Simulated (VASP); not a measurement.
# Ta16Si in VASP: a series of runs, part 2 of 2

VASP 6.6.1.

## 3. Single point, PBE

The input, INCAR:

```
SYSTEM = Ta16Si
ALGO     = Normal         ! electronic algorithm
DIPOL    = 0.5 0.5 0.329
EDIFF    = 1E-6           ! SCF threshold, eV
ENCUT    = 520            ! plane-wave cutoff, eV
GGA      = PE             ! functional
IDIPOL   = 3            
ISIF     = 2              ! what is computed and relaxed
ISMEAR   = 0              ! smearing method
LASPH    = .True.         ! aspherical terms in the spheres
LCHARG   = .True.         ! write CHGCAR
LDIPOL   = .True.       
LELF     = .True.         ! ELF
LREAL    = Auto         
LVACPOTAV= .True.       
LVHAR    = .True.       
LWAVE    = .False.        ! write WAVECAR
NBANDS   = 104            ! bands
NELM     = 100            ! most SCF steps
PREC     = Accurate       ! precision mode
SIGMA    = 0.1            ! smearing width, eV
```

The input, KPOINTS:

```
k-points
0
Gamma
  4 4 1
  0 0 0
```

The input, POSCAR:

```
Ta16Si
1.0
    6.6379342679      0.0000000000      0.0000000000
    0.0000000000      6.6379342679      0.0000000000
    0.0000000000      0.0000000000     20.2996559574
Ta Si
16 1
Direct
    0.2500000000      0.2500000000      0.1970476745
    0.2500000000      0.7500000000      0.1970476745
    0.7500000000      0.2500000000      0.1970476745
    0.7500000000      0.7500000000      0.1970476745
    0.0000000000      0.0000000000      0.2787970190
    0.0000000000      0.5000000000      0.2787970190
    0.5000000000      0.0000000000      0.2787970190
    0.5000000000      0.5000000000      0.2787970190
    0.2500000000      0.2500000000      0.3599139064
    0.2500000000      0.7500000000      0.3599139064
    0.7500000000      0.2500000000      0.3599139064
    0.7500000000      0.7500000000      0.3599139064
    0.0000000000      0.0000000000      0.4334879357
    0.0000000000      0.5000000000      0.4334879357
    0.5000000000      0.0000000000      0.4334879357
    0.5000000000      0.5000000000      0.4334879357
    0.1250000000      0.2500000000      0.5118739185
```

Potentials or basis: VASP PAW PBE potentials, release 64 (Ta_pv, Si).

Command:

```sh
cat potpaw_PBE.64/Ta_pv/POTCAR potpaw_PBE.64/Si/POTCAR > POTCAR
mpirun -np 1 vasp_std > vasp.out
```

OUTCAR:

```text
SYSTEM = Ta16Si
   EDIFF = 1E-6
   ENCUT = 520
   GGA = PE
   ISIF = 2
   ISMEAR = 0
   LASPH = .True.
   LREAL = Auto
   NELM = 100
   PREC = Accurate

 ion  position               nearest neighbor table
   1  0.250  0.250  0.197-   5 2.87   6 2.87   7 2.87   8 2.87   9 3.31   3 3.32   2 3.32   2 3.32
                             3 3.32
   2  0.250  0.750  0.197-   5 2.87   6 2.87   7 2.87   8 2.87  10 3.31   4 3.32   1 3.32   1 3.32
                             4 3.32
   3  0.750  0.250  0.197-   5 2.87   6 2.87   7 2.87   8 2.87  11 3.31   4 3.32   1 3.32   4 3.32
                             1 3.32
   4  0.750  0.750  0.197-   5 2.87   6 2.87   7 2.87   8 2.87  12 3.31   3 3.32   2 3.32   3 3.32
                             2 3.32
   5  0.000  0.000  0.279-   9 2.87  10 2.87  11 2.87  12 2.87   1 2.87   2 2.87   3 2.87   4 2.87
                            13 3.14   7 3.32   6 3.32   6 3.32   7 3.32
   6  0.000  0.500  0.279-   9 2.87  10 2.87  11 2.87  12 2.87   1 2.87   2 2.87   3 2.87   4 2.87
                            14 3.14   8 3.32   5 3.32   5 3.32   8 3.32
   7  0.500  0.000  0.279-   9 2.87  10 2.87  11 2.87  12 2.87   1 2.87   2 2.87   3 2.87   4 2.87
                            15 3.14   8 3.32   5 3.32   8 3.32   5 3.32
   8  0.500  0.500  0.279-   9 2.87  10 2.87  11 2.87  12 2.87   1 2.87   2 2.87   3 2.87   4 2.87
                            16 3.14   7 3.32   6 3.32   7 3.32   6 3.32
   9  0.250  0.250  0.360-  13 2.78  14 2.78  15 2.78  16 2.78   5 2.87   6 2.87   7 2.87   8 2.87
                            17 3.19   1 3.31  11 3.32  10 3.32  10 3.32  11 3.32
  10  0.250  0.750  0.360-  13 2.78  14 2.78  15 2.78  16 2.78   5 2.87   6 2.87   7 2.87   8 2.87
                             2 3.31   9 3.32  12 3.32   9 3.32  12 3.32
  11  0.750  0.250  0.360-  13 2.78  14 2.78  15 2.78  16 2.78   5 2.87   6 2.87   7 2.87   8 2.87
                             3 3.31   9 3.32  12 3.32  12 3.32   9 3.32
  12  0.750  0.750  0.360-  13 2.78  14 2.78  15 2.78  16 2.78   5 2.87   6 2.87   7 2.87   8 2.87
                             4 3.31  10 3.32  11 3.32  11 3.32  10 3.32
  13  0.000  0.000  0.433-  17 2.44  10 2.78  11 2.78  12 2.78   9 2.78   5 3.14  15 3.32  14 3.32
                            14 3.32  15 3.32
  14  0.000  0.500  0.433-  17 2.44  10 2.78  11 2.78  12 2.78   9 2.78   6 3.14  16 3.32  13 3.32
                            13 3.32  16 3.32
  15  0.500  0.000  0.433-   9 2.78  10 2.78  11 2.78  12 2.78   7 3.14  13 3.32  16 3.32  16 3.32
                            13 3.32
  16  0.500  0.500  0.433-   9 2.78  10 2.78  11 2.78  12 2.78   8 3.14  14 3.32  15 3.32  15 3.32
                            14 3.32
  17  0.125  0.250  0.512-  13 2.44  14 2.44   9 3.19

  LATTYP: Found a simple tetragonal cell.
 ALAT       =     6.6379342679
 C/A-ratio  =     3.0581284987

  Lattice vectors:

 A1 = (   6.6379342679,   0.0000000000,   0.0000000000)
 A2 = (   0.0000000000,   6.6379342679,   0.0000000000)
 A3 = (   0.0000000000,   0.0000000000,  20.2996559574)

Analysis of symmetry for initial positions (statically):
=====================================================================
 Subroutine PRICEL returns:
 Original cell was already a primitive cell.

 Routine SETGRP: Setting up the symmetry group for a
 simple tetragonal supercell.

 Subroutine GETGRP returns: Found  2 space group operations
 (whereof  1 operations were pure point group operations)
 out of a pool of 16 trial point group operations.

The static configuration has the point symmetry C_1 .
 The point group associated with its full space group is C_1h.

Analysis of symmetry for dynamics (positions and initial velocities):
=====================================================================
 Subroutine PRICEL returns:
 Original cell was already a primitive cell.

 Routine SETGRP: Setting up the symmetry group for a
 simple tetragonal supercell.

[... 113 lines left out ...]
   ISPIN  =      1    spin polarized calculation?
   LNONCOLLINEAR =      F non collinear calculations
   LSORBIT =      F    spin-orbit coupling
   LASPH  =      T    aspherical Exc in radial PAW
   ENCUT  =  520.0 eV  38.22 Ry    6.18 a.u.  12.34 12.34 37.74*2*pi/ulx,y,z
   NELM   =    100;   NELMIN=  2; NELMDL= -5     # of ELM steps
   EDIFF  = 0.1E-05   stopping-criterion for ELM
   LREAL  =      T    real-space projection
   EDIFFG = 0.1E-04   stopping-criterion for IOM
   NSW    =      0    number of steps for IOM
   IBRION =     -1    ionic relax: 0-MD 1-quasi-New 2-CG
   NFREE  =      0    steps in history (QN), initial steepest desc. (CG)
   ISIF   =      2    stress and relaxation
   ISYM   =      2    0-nonsym 1-usesym 2-fastsym
   POTIM  = 0.5000    time-step for ionic-motion
   TEBEG  =    0.0;   TEEND  =   0.0 temperature during run
   PSTRESS=    0.0 pullay stress
   NELECT =     180.0000    total number of electrons
   NUPDOWN=      -1.0000    fix difference up-down
   EMIN   =  10.00;   EMAX   =-10.00  energy-range for DOS
   EFERMI =   0.00;   METHOD = LEGACY
   ISMEAR =     0;   SIGMA  =   0.10  broadening in eV -4-tet -1-fermi 0-gaus
   EFERMI_NEDOS =   21; number of points for ismear=-14 and -15
   IALGO  =     38    algorithm
   IMIX   =      4    mixing-type and parameters
     AMIX     =   0.40;   BMIX     =  1.00
     AMIX_MAG =   1.60;   BMIX_MAG =  1.00
  volume/ion in A,a.u.               =      52.61       355.06
  Fermi-wavevector in a.u.,A,eV,Ry     =   0.959358  1.812924 12.522370  0.920368
  Thomas-Fermi vector in A             =   2.088547
   LORBIT       =      0    0 simple, 1 ext, 2 COOP (PROOUT), +10 PAW based schemes
   GGA     = PE    functional components
   LHFCALC =     F    Hartree Fock is set to
   AEXX    =    0.0000 exact exchange contribution
   IVDW    =     0    specifies the selected vdW correction
   LEPSILON=     F    determine dielectric tensor
   LRPA    =     F    only Hartree local field effects (RPA)
 non-spin polarized calculation
 Gauss-broadening in eV      SIGMA  =   0.10
  energy-cutoff  :      520.00
  volume of cell :      894.45
 maximum number of plane-waves:     24163
 NGX is ok and might be reduce to    50
   NGX = 25   NGY = 25   NGZ = 75

 dipolmoment           0.000000      0.000000     -2.263209 electrons x Angstroem

 number of electron     179.9999956 magnetization

 dipolmoment           0.000000      0.000000      0.101590 electrons x Angstroem

 Free energy of the ion-electron system (eV)
  ---------------------------------------------------
  ext. energy  EPLUGINS =         0.00000000
  ---------------------------------------------------
  free energy    TOTEN  =      -179.78750914 eV

  energy without entropy =     -179.71868752  energy(sigma->0) =     -179.75309833

 E-fermi :  -0.5789     XC(G=0):  -5.4406

 val. band max:       -0.6012202649   @ k =   0.0000   0.2500   0.0000
 cond. band min:      -0.5638472357   @ k =   0.2500   0.0000   0.0000
 fundamental gap:      0.0373730292
 Fermi energy:        -0.5788787758

 k-point     1 :       0.0000    0.0000    0.0000
  band No.  band energies     occupation
      1     -35.5811      2.00000
      2     -35.5794      2.00000
      3     -35.5701      2.00000
      4     -35.5637      2.00000
      5     -35.5615      2.00000
      6     -35.5594      2.00000
[... 934 lines left out ...]
    101      -0.0139      0.00000
    102       0.1273      0.00000
 [bands above 102 left out]

------------------------ aborting loop because EDIFF is reached ----------------------------------------

  FORCE on cell =-STRESS in cart. coord.  units (eV):
  Direction    XX          YY          ZZ          XY          YZ          ZX
  --------------------------------------------------------------------------------------
  -------------------------------------------------------------------------------------
  Total      -17.1699631    -13.1058425     -2.8989871      0.0000000      0.0000000      2.9822984
  in kB      -30.7556827    -23.4758299     -5.1928084      0.0000000      0.0000000      5.3420396
  external PRESSURE =     -19.8081070 kB  Pullay stress =       0.0000000 kB

 VOLUME and BASIS-vectors are now :
 -----------------------------------------------------------------------------
  energy-cutoff  :      520.00
  volume of cell :      894.45
      direct lattice vectors                 reciprocal lattice vectors
     6.637934268  0.000000000  0.000000000     0.150649277  0.000000000  0.000000000
     0.000000000  6.637934268  0.000000000     0.000000000  0.150649277  0.000000000
     0.000000000  0.000000000 20.299655957     0.000000000  0.000000000  0.049261919

 POSITION                                       TOTAL-FORCE (eV/Angst)
 -----------------------------------------------------------------------------------
      1.65948      1.65948      4.00000         0.020142      0.000000      0.920682
      1.65948      4.97845      4.00000        -0.030241      0.000000      0.828929
      4.97845      1.65948      4.00000         0.010491      0.000000      0.793657
      4.97845      4.97845      4.00000         0.050852      0.000000      0.797128
      0.00000      0.00000      5.65948         0.073228      0.095340     -1.033685
      0.00000      3.31897      5.65948         0.073228     -0.095340     -1.033685
[... 9 lines left out ...]
      3.31897      3.31897      8.79966        -0.211917      0.021020      0.426446
      0.82974      1.65948     10.39086         2.115560      0.000000      0.031378
 -----------------------------------------------------------------------------------
    total drift:                                0.003603      0.000000      0.006046

  FREE ENERGIE OF THE ION-ELECTRON SYSTEM (eV)
  ---------------------------------------------------
  free  energy   TOTEN  =      -179.7875091354 eV

  energy  without entropy=     -179.7186875185  energy(sigma->0) =     -179.75309833

 vacuum level on the upper side and lower side of the slab         3.877         3.460
```

Run time: 31 min. Hardware: 1 thread of AMD EPYC 7R13 (Zen 3), shared host; peak memory 1.1 GiB.

Results:

| Property | Result |
| --- | --- |
| Free energy | -179.7875 eV |
| Largest force | 2.116 eV/Å |
| Band gap on the k mesh | zero (bands 90 and 91 overlap by 0.80 eV) |

Forces on the atoms (eV/Å):
```
Ta   0.020  0.000  0.921
Ta  -0.030  0.000  0.829
Ta   0.010  0.000  0.794
Ta   0.051  0.000  0.797
Ta   0.073  0.095 -1.034
Ta   0.073 -0.095 -1.034
Ta  -0.007  0.088 -0.740
Ta  -0.007 -0.088 -0.740
Ta  -0.173  0.000 -0.224
Ta   0.377  0.000 -0.400
Ta  -0.252  0.000 -0.488
Ta  -0.148  0.000 -0.248
Ta  -0.840 -0.951  0.342
Ta  -0.840  0.951  0.342
Ta  -0.212 -0.021  0.426
Ta  -0.212  0.021  0.426
Si   2.116  0.000  0.031
```

Levels at points of the mesh, in eV from the Fermi level:
```
           k point  band 88  band 89  band 90  band 91  band 92  band 93
(0.00, 0.00, 0.00)     0.03     0.12     0.17     0.19     0.34     0.38
(0.50, 0.00, 0.00)    -0.37    -0.33    -0.27     0.05     0.23     0.30
(0.00, 0.50, 0.00)    -0.38    -0.33    -0.25    -0.12     0.23     0.30
(0.50, 0.50, 0.00)    -0.82    -0.77    -0.68    -0.63    -0.11    -0.08
```

Caveat: spin-orbit coupling is left out, which moves the levels of the heavy elements.

## 4. Single point, PBE

The input, INCAR:

```
SYSTEM = Ta16Si
PREC = Accurate
ENCUT = 520
EDIFF = 1E-7
ISMEAR = 0
SIGMA = 0.1
LREAL = Auto
LASPH = .True.
NELM = 80
ALGO = Normal
ISIF = 2
LWAVE = .False.
LCHARG = .False.
LDIPOL = .True.
IDIPOL = 3
DIPOL = 0.5 0.5 0.329
GGA = PE
NBANDS = 104
```

The input, KPOINTS:

```
regular mesh
0
Gamma
  4 4 1
  0 0 0
```

POSCAR: that of step 3 with these lines changed.

```diff
@@ -24,2 +24,2 @@
     0.5000000000      0.5000000000      0.4334879357
-    0.1250000000      0.2500000000      0.5118739185
+    0.0625000000      0.2500000000      0.5216035655
```

Potentials or basis: VASP PAW PBE potentials, release 64 (Ta_pv, Si).

Command:

```sh
cat potpaw_PBE.64/Ta_pv/POTCAR potpaw_PBE.64/Si/POTCAR > POTCAR
mpirun -np 1 vasp_std > vasp.out
```

OUTCAR:

```text
SYSTEM = Ta16Si
   PREC = Accurate
   ENCUT = 520
   EDIFF = 1E-7
   ISMEAR = 0
   LREAL = Auto
   LASPH = .True.
   NELM = 80
   ISIF = 2
   GGA = PE

 ion  position               nearest neighbor table
   1  0.250  0.250  0.197-   5 2.87   6 2.87   7 2.87   8 2.87   9 3.31   3 3.32   2 3.32   2 3.32
                             3 3.32
   2  0.250  0.750  0.197-   5 2.87   6 2.87   7 2.87   8 2.87  10 3.31   4 3.32   1 3.32   1 3.32
                             4 3.32
   3  0.750  0.250  0.197-   5 2.87   6 2.87   7 2.87   8 2.87  11 3.31   4 3.32   1 3.32   4 3.32
                             1 3.32
   4  0.750  0.750  0.197-   5 2.87   6 2.87   7 2.87   8 2.87  12 3.31   3 3.32   2 3.32   3 3.32
                             2 3.32
[... 1194 lines left out ...]
  external PRESSURE =     -20.5613582 kB  Pullay stress =       0.0000000 kB

 VOLUME and BASIS-vectors are now :
 -----------------------------------------------------------------------------
  energy-cutoff  :      520.00
  volume of cell :      894.45
      direct lattice vectors                 reciprocal lattice vectors
     6.637934268  0.000000000  0.000000000     0.150649277  0.000000000  0.000000000
     0.000000000  6.637934268  0.000000000     0.000000000  0.150649277  0.000000000
     0.000000000  0.000000000 20.299655957     0.000000000  0.000000000  0.049261919

 POSITION                                       TOTAL-FORCE (eV/Angst)
 -----------------------------------------------------------------------------------
      1.65948      1.65948      4.00000         0.021667      0.000000      0.888861
      1.65948      4.97845      4.00000        -0.038423      0.000000      0.825458
      4.97845      1.65948      4.00000         0.000695      0.000000      0.805257
      4.97845      4.97845      4.00000         0.045124      0.000000      0.785613
      0.00000      0.00000      5.65948         0.062280      0.134201     -1.042001
      0.00000      3.31897      5.65948         0.062280     -0.134201     -1.042001
[... 9 lines left out ...]
      3.31897      3.31897      8.79966        -0.075754      0.097123      0.061519
      0.41487      1.65948     10.58837         1.081901      0.000000      0.010587
 -----------------------------------------------------------------------------------
    total drift:                                0.000446      0.000000      0.006111

  FREE ENERGIE OF THE ION-ELECTRON SYSTEM (eV)
  ---------------------------------------------------
  free  energy   TOTEN  =      -179.1238124293 eV

  energy  without entropy=     -179.0474888273  energy(sigma->0) =     -179.08565063

 vacuum level on the upper side and lower side of the slab         3.764         3.326
```

OSZICAR:

```text
N       E                     dE             d eps       ncg     rms          rms(c)
DAV:   1     0.151839018617E+04    0.15184E+04   -0.98670E+04  2400   0.149E+03
DAV:   2    -0.107464525481E+03   -0.16259E+04   -0.15970E+04  2152   0.388E+02
DAV:   3    -0.194162481845E+03   -0.86698E+02   -0.83612E+02  2352   0.719E+01
[... 27 lines left out ...]
DAV:  31    -0.179123809049E+03   -0.60782E-05   -0.27423E-07  1456   0.101E-03    0.570E-04
DAV:  32    -0.179123811362E+03   -0.23125E-05   -0.88832E-08  1304   0.681E-04    0.339E-04
DAV:  33    -0.179123812121E+03   -0.75926E-06   -0.55910E-08  1240   0.529E-04    0.200E-04
DAV:  34    -0.179123812335E+03   -0.21371E-06   -0.16927E-08  1176   0.355E-04    0.114E-04
DAV:  35    -0.179123812429E+03   -0.94540E-07   -0.10922E-08  1160   0.184E-04
   1 F= -.17912381E+03 E0= -.17908565E+03  d E =-.763236E-01
```

stdout:

```text
POSCAR found type information on POSCAR TaSi
 POSCAR found :  2 types and      17 ions
 scaLAPACK will be used
 LDA part: xc-table for (Slater+PW92), standard interpolation
 POSCAR, INCAR and KPOINTS ok, starting setup
 FFT: planning ... GRIDC
 FFT: planning ... GRID_SOFT
 FFT: planning ... GRID
 WAVECAR not read
 entering main loop
```

Wall time 86 min (1 thread of Intel Xeon 8259CL, shared host); peak memory 1.1 GiB.

What came out:

- Free energy: -179.1238 eV
- Largest force: 1.082 eV/Å
- Band gap on the k mesh: zero (bands 90 and 91 overlap by 0.64 eV)

Forces in eV/Å, atoms in the order of the input:
```
Ta   0.022  0.000  0.889
Ta  -0.038  0.000  0.825
Ta   0.001  0.000  0.805
Ta   0.045  0.000  0.786
Ta   0.062  0.134 -1.042
Ta   0.062 -0.134 -1.042
Ta  -0.001  0.083 -0.728
Ta  -0.001 -0.083 -0.728
Ta  -0.214  0.000 -0.128
Ta   0.388  0.000 -0.297
Ta  -0.135  0.000 -0.417
Ta  -0.234  0.000 -0.178
Ta  -0.443 -0.795  0.560
Ta  -0.443  0.795  0.560
Ta  -0.076 -0.097  0.062
Ta  -0.076  0.097  0.062
Si   1.082  0.000  0.011
```

Levels at points of the mesh, in eV from the Fermi level:
| k point | band 88 | band 89 | band 90 | band 91 | band 92 | band 93 |
| --- | --- | --- | --- | --- | --- | --- |
| (0.00, 0.00, 0.00) | 0.06 | 0.11 | 0.13 | 0.16 | 0.27 | 0.35 |
| (0.50, 0.00, 0.00) | -0.37 | -0.27 | -0.25 | 0.08 | 0.17 | 0.27 |
| (0.00, 0.50, 0.00) | -0.37 | -0.37 | -0.16 | -0.13 | 0.20 | 0.27 |
| (0.50, 0.50, 0.00) | -0.85 | -0.80 | -0.66 | -0.51 | -0.14 | -0.13 |

Caveat: spin-orbit coupling is left out, which moves the levels of the heavy elements.

## 5. Overview

```tsv
cell	gap on the mesh (eV)	largest force (eV/Å)
as given, atomic positions A	none	1.23
as given, atomic positions B	none	2.12
as given, atomic positions C	none	1.08
```

Alike in all rows: task single point; level PBE; potentials or basis VASP PAW PBE potentials, release 64 (Ta_pv, Si); no spin polarisation; k mesh 4 × 4 × 1; cutoff (eV) 520; smearing gaussian 0.1 eV.

Caveats: spin-orbit coupling is left out, which moves the levels of the heavy elements.

Total energies depend on the potentials used, so only differences within one code and one set of settings carry meaning.
